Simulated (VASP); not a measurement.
Pb2O:

```xyz
6
Lattice="5.3800 0.0000 0.0000 0.0000 5.3800 0.0000 0.0000 0.0000 5.3800" Properties=species:S:1:pos:R:3 pbc="T T T"
Pb    1.3450    1.3450    1.3450
Pb    4.0350    4.0350    1.3450
Pb    1.3450    4.0350    4.0350
Pb    4.0350    1.3450    4.0350
O     0.0000    0.0000    0.0000
O     2.6900    2.6900    2.6900
```

| Item | Value |
| --- | --- |
| Program | VASP 6.6.1 |
| Task | relaxation of cell and atoms |
| Functional | PBE |
| Potentials or basis | VASP PAW PBE potentials, release 64 (Pb_d, O) |
| Cutoff | 600 eV |
| k mesh | 8 × 8 × 8 |
| Occupations | gaussian, width 0.1 eV |
| Spin | no spin polarisation |

At the start: pressure 2.9 GPa; volume 25.95 Å³/atom.

Problem. Where does the relaxation end?

Solution. Over 3 steps the energy falls by 12.0 meV/atom and the volume is 27.36 Å³/atom (+5.4 %); space group Pn-3m (No. 224, to 0.1 Å) before and after.

The path:
```
step  energy change (eV)  largest force (eV/Å)  pressure (GPa)  volume (Å³)
   1              0.0000                0.0000            2.85       155.72
   2             -0.0677                0.0000           -0.63       166.37
   3             -0.0720                0.0000            0.01       164.15
```

Final structure:
```
Pb O
1.0
     5.47540    0.00000    0.00000
     0.00000    5.47540    0.00000
     0.00000    0.00000    5.47540
Pb O
4 2
Direct
  0.25000 0.25000 0.25000
  0.75000 0.75000 0.25000
  0.25000 0.75000 0.75000
  0.75000 0.25000 0.75000
  0.00000 0.00000 0.00000
  0.50000 0.50000 0.50000
```
